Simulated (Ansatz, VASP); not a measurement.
# HfO2 in VASP and in Ansatz

```
Hf O
1.0
     4.83078    0.00000    0.00000
     0.00000    4.83078    0.00000
     0.00000    0.00000    3.21018
Hf O
2 4
Direct
  0.00000 0.00000 0.95352
  0.50000 0.50000 0.54648
  0.17613 0.78616 0.48245
  0.32387 0.28616 0.01755
  0.67613 0.71384 0.01755
  0.82387 0.21384 0.48245
```

Change from the starting cell: mode 4 frozen in at -0.149 Å and mode 5 at -0.129 Å (largest displacements).

Alike in both runs: task single point; functional PBEsol; k mesh 6 × 6 × 8; occupations gaussian, width 0.05 eV; no spin polarisation.

```csv
,VASP,Ansatz
version,VASP 6.6.1,Ansatz 0.2.0
potentials or method,"VASP PAW PBE potentials, release 64 (Hf_pv, O), cutoff 520 eV","scalar-relativistic, plane waves, PAW"
valence electrons in the cell,44,76
```

```csv
,VASP,Ansatz,Ansatz less VASP
gap on the k mesh at the Fermi level (eV),3.98,4.04,+0.053
least direct gap on the mesh (eV),3.98,4.04,+0.053
pressure (GPa),-3.3,-0.6,+2.69
"traceless stress, the component that is largest in VASP (GPa)",-0.73,-0.90,-0.171
rms of the force components (eV/Å),0.320,0.314,-0.0059
```

VASP's potentials were made for PBE, not for PBEsol, and Ansatz warns of the same on its side. Atom by atom the forces differ by 0.029 eV/Å (rms over components). VASP's potentials hold 44 valence electrons a cell and Ansatz's 76, so a difference there can come from the potentials and not from the codes.

Spin-orbit coupling is off throughout.
